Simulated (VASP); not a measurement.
# Ba: single point with PBE

Ba:

```xyz
1
Lattice="-2.5104 2.5104 2.5104 2.5104 -2.5104 2.5104 2.5104 2.5104 -2.5104" Properties=species:S:1:pos:R:3 pbc="T T T"
Ba    0.0000    0.0000    0.0000
```

| Property | Result |
| --- | --- |
| Program | VASP 6.6.1 |
| Task | single point |
| Functional | PBE |
| Potentials or basis | VASP PAW PBE potentials, release 64 (Ba_sv) |
| Cutoff | 520 eV |
| k mesh | 14 × 14 × 14 |
| Occupations | fermi-dirac, width 0.05 eV |
| Spin | no spin polarisation |

```json
{
 "Pressure": "0.0 GPa",
 "Band gap on the k mesh": "zero (band 5 reaches 2.05 eV, above the bottom of band 6 at 1.09 eV)"
}
```

Levels at points of the mesh, in eV from the Fermi level:
```
           k point  band 3  band 4  band 5  band 6  band 7  band 8
(0.00, 0.00, 0.00)  -13.84  -13.84   -2.74    1.83    1.83    1.83
(0.50, 0.00, 0.00)  -13.98  -13.84   -0.88    0.70    1.24    3.20
(0.50, 0.50, 0.50)  -14.15  -14.15   -0.53   -0.53    4.35    4.35
```

It took 23 s on 1 thread of Intel(R) Xeon(R) Platinum 8488C (Sapphire Rapids) (shared host), peak memory 0.21 GiB.

Caveat: spin-orbit coupling is left out, which moves the levels of the heavy elements.
